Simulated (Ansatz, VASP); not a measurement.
## Two plane-wave programs on In

```
In
1.0
    -1.84349    1.84349    1.84349
     1.84349   -1.84349    1.84349
     1.84349    1.84349   -1.84349
In
1
Direct
  0.00000 0.00000 0.00000
```

Change from the starting cell: volume scaled by 0.9, PAW files.

Alike in both runs: task single point; functional PBE; k mesh 16 × 16 × 16; occupations fermi-dirac, width 0.1 eV; no spin polarisation.

```csv
,VASP,Ansatz
version,VASP 6.6.1,Ansatz 0.2.0
potentials or method,"VASP PAW PBE potentials, release 64 (In_d)","PAW with Ansatz's default frozen-core files, scalar-relativistic"
plane-wave cutoff (eV),520,420
valence electrons in the cell,13,13
```

|  | VASP | Ansatz | Ansatz less VASP |
| --- | --- | --- | --- |
| pressure (GPa) | 4.7 | 4.7 | +0.04 |

The functional is the same, so the differences come from potentials, cutoffs and numerics.
